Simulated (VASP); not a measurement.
**Cr: single point with PBE**

The system is Cr.

```
Cr
1.0
     2.45760    0.00000    0.00000
    -1.22880    2.12835    0.00000
     0.00000    0.00000    2.36777
Cr
1
Cartesian
  0.0000 0.0000 1.1839
```

This cell differs from its parent crystal: Mo replaced by Cr, lengths x 0.942, strained.

```yaml
Program: VASP 6.6.1
Task: single point
Functional: PBE
Potentials_or_basis: VASP PAW PBE potentials, release 64 (Cr_pv)
Cutoff: 500 eV
k_mesh: 9 × 9 × 8
Occupations: gaussian, width 0.1 eV
Spin: collinear spin, ferromagnetic start
Starting_moments: "[3.0] μB"
```

* Pressure: 0.1 GPa
* Band gap on the k mesh: zero (filled and empty bands overlap)
* Net moment: 0.00 μB per cell
* Valence electrons inside the program's atomic spheres: Cr 11.06

Stress tensor (GPa, compression positive):
```
  6.00   0.00   0.00
  0.00   6.00   0.00
  0.00   0.00 -11.76
```

Levels at points of the mesh, in eV from the Fermi level:
Spin up:
| k point | band 2 | band 3 | band 4 | band 5 | band 6 | band 7 | band 8 | band 9 | band 10 | band 11 |
| --- | --- | --- | --- | --- | --- | --- | --- | --- | --- | --- |
| (0.00, 0.00, 0.00) | -42.46 | -42.46 | -7.52 | -3.16 | -0.49 | -0.49 | 2.46 | 2.46 | 7.50 | 18.78 |
| (0.00, 0.00, 0.50) | -42.38 | -42.38 | -3.42 | -1.03 | -0.02 | -0.02 | 0.81 | 0.81 | 7.18 | 7.51 |
Spin down:
```tsv
k point	band 4	band 5	band 6	band 7	band 8	band 9
(0.00, 0.00, 0.00)	-7.52	-3.16	-0.49	-0.49	2.46	2.46
(0.00, 0.00, 0.50)	-3.42	-1.03	-0.02	-0.02	0.81	0.81
```

Wall time 31 s on 1 thread of Intel Xeon 8259CL (shared host), peak memory 0.13 GiB.

Caveat: the cell differs from its parent crystal (Mo replaced by Cr, lengths x 0.942, strained); the starting moments collapsed, and a magnetic state may lie lower.
